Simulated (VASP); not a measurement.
# CdTe (Cmcm) in VASP: notebook

CdTe is run at these levels: PBE; tasks: single point.

All numbers are computed with VASP 6.6.1; they aren't measurements. Logs are shortened: lines on timing, memory, paths and dates and some standing lists are left out, and cuts for length are marked.

**1. The cell of the first run**

Symmetry: Cmcm, No. 63, orthorhombic system. The conventional cell has a = 6.048 Å, b = 6.106 Å, c = 6.008 Å, α = 90.00°, β = 90.00°, γ = 90.00°. Te (site symmetry m2m) has 6 Cd at 2.99 to 3.12 Å within 3.9 Å. Cd (site symmetry m2m) has 6 Te at 2.99 to 3.12 Å within 3.9 Å.

**2. Single point, PBE**

INCAR

```
SYSTEM = CdTe
PREC = Accurate
ENCUT = 520
EDIFF = 1E-7
ISMEAR = -1
SIGMA = 0.05
LREAL = .FALSE.
LASPH = .TRUE.
NELM = 60
ALGO = Normal
ISIF = 2
LWAVE = .FALSE.
LCHARG = .FALSE.
GGA = PE
NBANDS = 26
```

KPOINTS

```
Automatic mesh
0
G
  6 6 5
  0 0 0
```

POSCAR

```
CdTe
1.0
    3.0238630702     -3.0527848325      0.0000000000
    3.0238630702      3.0527848325      0.0000000000
    0.0000000000      0.0000000000      6.0083358012
Te Cd
2 2
Direct
    0.2338630000      0.7661370000      0.2500000000
    0.7661370000      0.2338630000      0.7500000000
    0.7229700000      0.2770300000      0.2500000000
    0.2770300000      0.7229700000      0.7500000000
```

Potentials or basis: VASP PAW PBE potentials, release 64 (Te, Cd).

Launch:

```bash
$ cat potpaw_PBE.64/Te/POTCAR potpaw_PBE.64/Cd/POTCAR > POTCAR
$ mpirun -np 1 vasp_std > vasp.out
```

OUTCAR:

```text
SYSTEM = CdTe
   PREC = Accurate
   ENCUT = 520
   EDIFF = 1E-7
   ISMEAR = -1
   LREAL = .FALSE.
   LASPH = .TRUE.
   NELM = 60
   ISIF = 2
   GGA = PE

 ion  position               nearest neighbor table
   1  0.234  0.766  0.250-   3 2.99   4 3.02   4 3.02   3 3.02   3 3.02   3 3.12
   2  0.766  0.234  0.750-   4 2.99   3 3.02   3 3.02   4 3.02   4 3.02   4 3.12
   3  0.723  0.277  0.250-   1 2.99   2 3.02   2 3.02   1 3.02   1 3.02   1 3.12
   4  0.277  0.723  0.750-   2 2.99   1 3.02   1 3.02   2 3.02   2 3.02   2 3.12

  LATTYP: Found a base centered orthorhombic cell.
 ALAT       =     6.0477261404
 B/A-ratio  =     1.0095645079
 C/A-ratio  =     0.9934867522

  Lattice vectors:

 A1 = (   3.0238630702,  -3.0527848325,   0.0000000000)
 A2 = (   3.0238630702,   3.0527848325,   0.0000000000)
 A3 = (   0.0000000000,   0.0000000000,   6.0083358012)

Analysis of symmetry for initial positions (statically):
=====================================================================
 Subroutine PRICEL returns:
 Original cell was already a primitive cell.

 Routine SETGRP: Setting up the symmetry group for a
 base centered orthorhombic supercell.

 Subroutine GETGRP returns: Found  8 space group operations
 (whereof  4 operations were pure point group operations)
 out of a pool of  8 trial point group operations.

The static configuration has the point symmetry C_2h.
 The point group associated with its full space group is D_2h.

Analysis of symmetry for dynamics (positions and initial velocities):
=====================================================================
 Subroutine PRICEL returns:
 Original cell was already a primitive cell.

 Routine SETGRP: Setting up the symmetry group for a
 base centered orthorhombic supercell.

 Subroutine GETGRP returns: Found  8 space group operations
 (whereof  4 operations were pure point group operations)
 out of a pool of  8 trial point group operations.

The dynamic configuration has the point symmetry C_2h.
 The point group associated with its full space group is D_2h.

 Subroutine INISYM returns: Found  8 space group operations
 (whereof  4 operations are pure point group operations),
 and found     1 'primitive' translations

----------------------------------------------------------------------------------------

                                     Primitive cell

  volume of cell :     110.9283

  direct lattice vectors                    reciprocal lattice vectors
     3.023863070 -3.052784832  0.000000000     0.165351403 -0.163784881  0.000000000
     3.023863070  3.052784832  0.000000000     0.165351403  0.163784881  0.000000000
     0.000000000  0.000000000  6.008335801     0.000000000  0.000000000  0.166435438

  length of vectors
     4.296887606  4.296887606  6.008335801     0.232737134  0.232737134  0.166435438

  position of ions in fractional coordinates (direct lattice)
     0.233863000  0.766137000  0.250000000
     0.766137000  0.233863000  0.750000000
     0.722970000  0.277030000  0.250000000
     0.277030000  0.722970000  0.750000000

  ion indices of the primitive-cell ions
   primitive index   ion index
                 1           1
                 2           2
                 3           3
                 4           4

----------------------------------------------------------------------------------------

 KPOINTS: Automatic mesh

Automatic generation of k-mesh.
 Grid dimensions read from file:
 generate k-points for:    6    6    5

 Generating k-lattice:

  Cartesian coordinates                     Fractional coordinates (reciprocal lattice)
     0.027558567 -0.027297480  0.000000000     0.166666667  0.000000000  0.000000000
     0.027558567  0.027297480  0.000000000     0.000000000  0.166666667  0.000000000
     0.000000000  0.000000000  0.033287088     0.000000000  0.000000000  0.200000000

  Length of vectors
     0.038789522  0.038789522  0.033287088

  Shift w.r.t. Gamma in fractional coordinates (k-lattice)
     0.000000000  0.000000000  0.000000000

 Subroutine IBZKPT returns following result:
 ===========================================

 Found     39 irreducible k-points:

 Following reciprocal coordinates:
            Coordinates               Weight
  0.000000  0.000000  0.000000      1.000000
  0.166667  0.000000  0.000000      4.000000
  0.333333 -0.000000  0.000000      4.000000
  0.500000  0.000000  0.000000      2.000000
  0.166667  0.166667  0.000000      2.000000
  0.333333  0.166667  0.000000      4.000000
[... 16 lines left out ...]
  0.333333  0.333333  0.200000      4.000000
  0.500000  0.333333  0.200000      8.000000
 [... further k-points ...]
   k-points           NKPTS =     39   k-points in BZ     NKDIM =     39   number of bands    NBANDS=     26
   number of dos      NEDOS =    301   number of ions     NIONS =      4
   total plane-waves  NPLWV =  49152
   dimension x,y,z NGX =    32 NGY =   32 NGZ =   48
   dimension x,y,z NGXF=    64 NGYF=   64 NGZF=   96
   ions per type =               2   2
   NGX,Y,Z   is equivalent  to a cutoff of  12.38, 12.38, 13.28 a.u.
   NGXF,Y,Z  is equivalent  to a cutoff of  24.76, 24.76, 26.56 a.u.
 SYSTEM =  CdTe
   PREC   = accura    normal or accurate (medium, high low for compatibility)
   ISTART =      0    job   : 0-new  1-cont  2-samecut
   ICHARG =      2    charge: 1-file 2-atom 10-const
   ISPIN  =      1    spin polarized calculation?
   LNONCOLLINEAR =      F non collinear calculations
   LSORBIT =      F    spin-orbit coupling
   LASPH  =      T    aspherical Exc in radial PAW
   ENCUT  =  520.0 eV  38.22 Ry    6.18 a.u.   7.99  7.99 11.17*2*pi/ulx,y,z
   NELM   =     60;   NELMIN=  2; NELMDL= -5     # of ELM steps
   EDIFF  = 0.1E-06   stopping-criterion for ELM
   LREAL  =      F    real-space projection
   EDIFFG = 0.1E-05   stopping-criterion for IOM
   NSW    =      0    number of steps for IOM
   IBRION =     -1    ionic relax: 0-MD 1-quasi-New 2-CG
   NFREE  =      0    steps in history (QN), initial steepest desc. (CG)
   ISIF   =      2    stress and relaxation
   ISYM   =      2    0-nonsym 1-usesym 2-fastsym
   POTIM  = 0.5000    time-step for ionic-motion
   TEBEG  =    0.0;   TEEND  =   0.0 temperature during run
   PSTRESS=    0.0 pullay stress
   NELECT =      36.0000    total number of electrons
   NUPDOWN=      -1.0000    fix difference up-down
   EMIN   =  10.00;   EMAX   =-10.00  energy-range for DOS
   EFERMI =   0.00;   METHOD = LEGACY
   ISMEAR =    -1;   SIGMA  =   0.05  broadening in eV -4-tet -1-fermi 0-gaus
   EFERMI_NEDOS =   21; number of points for ismear=-14 and -15
   IALGO  =     38    algorithm
   IMIX   =      4    mixing-type and parameters
     AMIX     =   0.40;   BMIX     =  1.00
     AMIX_MAG =   1.60;   BMIX_MAG =  1.00
  volume/ion in A,a.u.               =      27.73       187.15
  Fermi-wavevector in a.u.,A,eV,Ry     =   1.125023  2.125986 17.220585  1.265677
  Thomas-Fermi vector in A             =   2.261698
   LORBIT       =      0    0 simple, 1 ext, 2 COOP (PROOUT), +10 PAW based schemes
   GGA     = PE    functional components
   LHFCALC =     F    Hartree Fock is set to
   AEXX    =    0.0000 exact exchange contribution
   IVDW    =     0    specifies the selected vdW correction
   LEPSILON=     F    determine dielectric tensor
   LRPA    =     F    only Hartree local field effects (RPA)
 non-spin polarized calculation
  energy-cutoff  :      520.00
  volume of cell :      110.93
 maximum number of plane-waves:      3024
   NGX = 15   NGY = 15   NGZ = 23

 number of electron      36.0000005 magnetization

 Free energy of the ion-electron system (eV)
  ---------------------------------------------------
  ext. energy  EPLUGINS =         0.00000000
  ---------------------------------------------------
  free energy    TOTEN  =        -8.84887460 eV

  energy without entropy =       -8.82894961  energy(sigma->0) =       -8.83891211

 E-fermi :   4.2106     XC(G=0):  -9.8357

 val. band max:        4.1615734130   @ k =   0.3333  -0.0000   0.2000
 cond. band min:       4.2226909505   @ k =  -0.3333   0.3333   0.0000
 fundamental gap:      0.0611175375
 Fermi energy:         4.2106139711

 k-point     1 :       0.0000    0.0000    0.0000
  band No.  band energies     occupation
      1      -7.5399      2.00000
      2      -6.6498      2.00000
      3      -4.1921      2.00000
      4      -4.1735      2.00000
      5      -4.1571      2.00000
      6      -4.1336      2.00000
[... 18 lines left out ...]
     25      11.9062      0.00000
     26      12.0506      0.00000

 k-point     2 :       0.1667    0.0000    0.0000
  band No.  band energies     occupation
      1      -7.3912      2.00000
      2      -6.5850      2.00000
      3      -4.2027      2.00000
      4      -4.1863      2.00000
      5      -4.1752      2.00000
      6      -4.1487      2.00000
[... 18 lines left out ...]
     25      11.3704      0.00000
     26      12.0557      0.00000

 k-point     3 :       0.3333   -0.0000    0.0000
  band No.  band energies     occupation
      1      -7.0078      2.00000
      2      -6.4837      2.00000
      3      -4.2649      2.00000
      4      -4.2569      2.00000
      5      -4.1968      2.00000
      6      -4.1562      2.00000
[... 18 lines left out ...]
     25      10.3233      0.00000
     26      11.7635      0.00000

 k-point     4 :       0.5000    0.0000    0.0000
  band No.  band energies     occupation
      1      -6.6606      2.00000
      2      -6.5497      2.00000
      3      -4.2937      2.00000
      4      -4.2895      2.00000
      5      -4.1971      2.00000
      6      -4.1828      2.00000
[... 18 lines left out ...]
     25      10.3311      0.00000
     26      10.9887      0.00000
[... 496 lines left out ...]
      1      -7.1643      2.00000
      2      -6.5601      2.00000
      3      -4.2421      2.00000
      4      -4.2069      2.00000
      5      -4.1897      2.00000
      6      -4.1582      2.00000
[... 18 lines left out ...]
     25      10.3518      0.00000
     26      11.6350      0.00000

 k-point    23 :       0.3333    0.3333    0.2000
  band No.  band energies     occupation
      1      -6.7161      2.00000
      2      -6.5174      2.00000
      3      -4.2247      2.00000
      4      -4.1804      2.00000
      5      -4.1711      2.00000
      6      -4.1551      2.00000
[... 18 lines left out ...]
     25      12.0577      0.00000
     26      12.1290      0.00000

 k-point    24 :       0.5000    0.3333    0.2000
  band No.  band energies     occupation
      1      -6.6252      2.00000
      2      -6.5803      2.00000
      3      -4.1867      2.00000
      4      -4.1814      2.00000
      5      -4.1736      2.00000
      6      -4.1692      2.00000
[... 18 lines left out ...]
     25      11.8477      0.00000
     26      11.9655      0.00000

 [... further k-points ...]

------------------------ aborting loop because EDIFF is reached ----------------------------------------

  FORCE on cell =-STRESS in cart. coord.  units (eV):
  Direction    XX          YY          ZZ          XY          YZ          ZX
  --------------------------------------------------------------------------------------
  -------------------------------------------------------------------------------------
  Total        1.3634485      1.3279936      1.4756774      0.0000000      0.0000000      0.0000000
  in kB       19.6927698     19.1806819     21.3137323      0.0000000      0.0000000      0.0000000
  external PRESSURE =      20.0623947 kB  Pullay stress =       0.0000000 kB

 VOLUME and BASIS-vectors are now :
 -----------------------------------------------------------------------------
  energy-cutoff  :      520.00
  volume of cell :      110.93
      direct lattice vectors                 reciprocal lattice vectors
     3.023863070 -3.052784832  0.000000000     0.165351403 -0.163784881  0.000000000
     3.023863070  3.052784832  0.000000000     0.165351403  0.163784881  0.000000000
     0.000000000  0.000000000  6.008335801     0.000000000  0.000000000  0.166435438

 POSITION                                       TOTAL-FORCE (eV/Angst)
 -----------------------------------------------------------------------------------
      3.02386      1.62492      1.50208         0.000000      0.040207     -0.000000
      3.02386     -1.62492      4.50625         0.000000     -0.040207     -0.000000
      3.02386     -1.36136      1.50208         0.000000     -0.064776      0.000000
      3.02386      1.36136      4.50625         0.000000      0.064776     -0.000000
 -----------------------------------------------------------------------------------
    total drift:                                0.000000      0.000000      0.000000

  FREE ENERGIE OF THE ION-ELECTRON SYSTEM (eV)
  ---------------------------------------------------
  free  energy   TOTEN  =        -8.8488746049 eV

  energy  without entropy=       -8.8289496138  energy(sigma->0) =       -8.83891211
```

Run time: 3 min. Hardware: 1 thread of AMD EPYC 7R13, shared host; peak memory 0.24 GiB.

What came out:

| Property | Result |
| --- | --- |
| Free energy | -8.8489 eV |
| Pressure | 2.0 GPa |
| Largest force | 0.065 eV/Å |
| Band gap on the k mesh | zero (band 18 reaches 4.27 eV, above the bottom of band 19 at 2.92 eV) |

Forces on the atoms (eV/Å):
```
Te   0.000  0.040  0.000
Te   0.000 -0.040  0.000
Cd   0.000 -0.065  0.000
Cd   0.000  0.065  0.000
```

Caveat: spin-orbit coupling is left out, which moves the levels of the heavy elements.

**3. Single point, PBE**

This run uses another cell than the first one, of 28.31 Å³/atom, 1.021 times its volume.

INCAR

```
SYSTEM = CdTe
ALGO = Normal
EDIFF = 1E-7
ENCUT = 520
GGA = PE
ISIF = 2
ISMEAR = -1
LASPH = .TRUE.
LCHARG = .TRUE.
LELF = .TRUE.
LREAL = .FALSE.
LVHAR = .TRUE.
LWAVE = .FALSE.
NBANDS = 26
NELM = 60
PREC = Accurate
SIGMA = 0.05
```

KPOINTS

```
k-points
0
G
  6 6 5
  0 0 0
```

POSCAR

```
CdTe
1.0
    3.0447179573     -3.0738391863      0.0000000000
    3.0447179573      3.0738391863      0.0000000000
    0.0000000000      0.0000000000      6.0497739093
Te Cd
2 2
Direct
    0.2338630000      0.7661370000      0.2500000000
    0.7661370000      0.2338630000      0.7500000000
    0.7229700000      0.2770300000      0.2500000000
    0.2770300000      0.7229700000      0.7500000000
```

Potentials or basis: VASP PAW PBE potentials, release 64 (Te, Cd).

Launch:

```bash
$ cat potpaw_PBE.64/Te/POTCAR potpaw_PBE.64/Cd/POTCAR > POTCAR
$ mpirun -np 1 vasp_std > vasp.out
```

OUTCAR:

```text
SYSTEM = CdTe
   EDIFF = 1E-7
   ENCUT = 520
   GGA = PE
   ISIF = 2
   ISMEAR = -1
   LASPH = .TRUE.
   LREAL = .FALSE.
   NELM = 60
   PREC = Accurate

 ion  position               nearest neighbor table
   1  0.234  0.766  0.250-   3 3.01   4 3.04   4 3.04   3 3.05   3 3.05   3 3.14
   2  0.766  0.234  0.750-   4 3.01   3 3.04   3 3.04   4 3.05   4 3.05   4 3.14
   3  0.723  0.277  0.250-   1 3.01   2 3.04   2 3.04   1 3.05   1 3.05   1 3.14
   4  0.277  0.723  0.750-   2 3.01   1 3.04   1 3.04   2 3.05   2 3.05   2 3.14

  LATTYP: Found a base centered orthorhombic cell.
 ALAT       =     6.0894359146
[... 898 lines left out ...]
  -------------------------------------------------------------------------------------
  Total        0.6136459      0.5973642      0.7137628      0.0000000      0.0000000      0.0000000
  in kB        8.6822253      8.4518619     10.0987390      0.0000000      0.0000000      0.0000000
  external PRESSURE =       9.0776087 kB  Pullay stress =       0.0000000 kB

 VOLUME and BASIS-vectors are now :
 -----------------------------------------------------------------------------
  energy-cutoff  :      520.00
  volume of cell :      113.24
      direct lattice vectors                 reciprocal lattice vectors
     3.044717957 -3.073839186  0.000000000     0.164218823 -0.162663031  0.000000000
     3.044717957  3.073839186  0.000000000     0.164218823  0.162663031  0.000000000
     0.000000000  0.000000000  6.049773909     0.000000000  0.000000000  0.165295433

 POSITION                                       TOTAL-FORCE (eV/Angst)
 -----------------------------------------------------------------------------------
      3.04472      1.63612      1.51244         0.000000      0.017349      0.000000
      3.04472     -1.63612      4.53733         0.000000     -0.017349     -0.000000
      3.04472     -1.37075      1.51244         0.000000     -0.053517      0.000000
      3.04472      1.37075      4.53733         0.000000      0.053517     -0.000000
 -----------------------------------------------------------------------------------
    total drift:                                0.000000      0.000000      0.000000

  FREE ENERGIE OF THE ION-ELECTRON SYSTEM (eV)
  ---------------------------------------------------
  free  energy   TOTEN  =        -8.8697888180 eV

  energy  without entropy=       -8.8498063928  energy(sigma->0) =       -8.85979761
```

OSZICAR:

```text
N       E                     dE             d eps       ncg     rms          rms(c)
DAV:   1     0.225147605050E+03    0.22515E+03   -0.16641E+04  2028   0.124E+03
DAV:   2     0.882826857126E+00   -0.22426E+03   -0.21697E+03  2246   0.298E+02
DAV:   3    -0.929311108249E+01   -0.10176E+02   -0.10092E+02  2408   0.643E+01
DAV:   4    -0.940364971959E+01   -0.11054E+00   -0.11047E+00  2638   0.575E+00
DAV:   5    -0.940514957226E+01   -0.14999E-02   -0.14998E-02  2322   0.603E-01    0.782E+00
DAV:   6    -0.889721799500E+01    0.50793E+00   -0.97273E-01  2136   0.905E+00    0.650E+00
DAV:   7    -0.887108274126E+01    0.26135E-01   -0.29726E-01  2258   0.276E+00    0.229E+00
DAV:   8    -0.886987647552E+01    0.12063E-02   -0.30329E-02  2108   0.168E+00    0.692E-01
DAV:   9    -0.887004484621E+01   -0.16837E-03   -0.55805E-03  2280   0.695E-01    0.145E-01
DAV:  10    -0.886976344185E+01    0.28140E-03   -0.77069E-04  2164   0.301E-01    0.402E-02
DAV:  11    -0.886980804129E+01   -0.44599E-04   -0.24754E-04  2168   0.101E-01    0.626E-02
DAV:  12    -0.886979283526E+01    0.15206E-04   -0.27914E-05  2160   0.471E-02    0.435E-02
DAV:  13    -0.886979654817E+01   -0.37129E-05   -0.18760E-06  2346   0.762E-03    0.814E-02
DAV:  14    -0.886978819929E+01    0.83489E-05   -0.10112E-05  2192   0.235E-02    0.869E-03
DAV:  15    -0.886978843779E+01   -0.23850E-06   -0.10758E-06  2298   0.527E-03    0.977E-03
DAV:  16    -0.886978859237E+01   -0.15458E-06   -0.14428E-08  1116   0.702E-04    0.628E-03
DAV:  17    -0.886978889895E+01   -0.30658E-06   -0.66585E-08  1092   0.126E-03    0.216E-03
DAV:  18    -0.886978881797E+01    0.80977E-07   -0.10736E-08  1084   0.785E-04
   1 F= -.88697888E+01 E0= -.88597976E+01  d E =-.199824E-01
```

stdout:

```text
POSCAR found type information on POSCAR TeCd
 POSCAR found :  2 types and       4 ions
 scaLAPACK will be used
 LDA part: xc-table for (Slater+PW92), standard interpolation
 POSCAR, INCAR and KPOINTS ok, starting setup
 FFT: planning ... GRIDC
 FFT: planning ... GRID_SOFT
 FFT: planning ... GRID
 WAVECAR not read
 entering main loop
```

Wall time 3 min (1 thread of AMD EPYC 7R13, shared host); peak memory 0.24 GiB.

What came out:

| Property | Result |
| --- | --- |
| Free energy | -8.8698 eV |
| Pressure | 0.9 GPa |
| Largest force | 0.054 eV/Å |
| Band gap on the k mesh | zero (band 18 reaches 4.05 eV, above the bottom of band 19 at 2.72 eV) |

Forces on the atoms (eV/Å):
```
Te   0.000  0.017  0.000
Te   0.000 -0.017  0.000
Cd   0.000 -0.054  0.000
Cd   0.000  0.054  0.000
```

Caveat: spin-orbit coupling is left out, which moves the levels of the heavy elements.

(Part 1 of 2 ends here.)
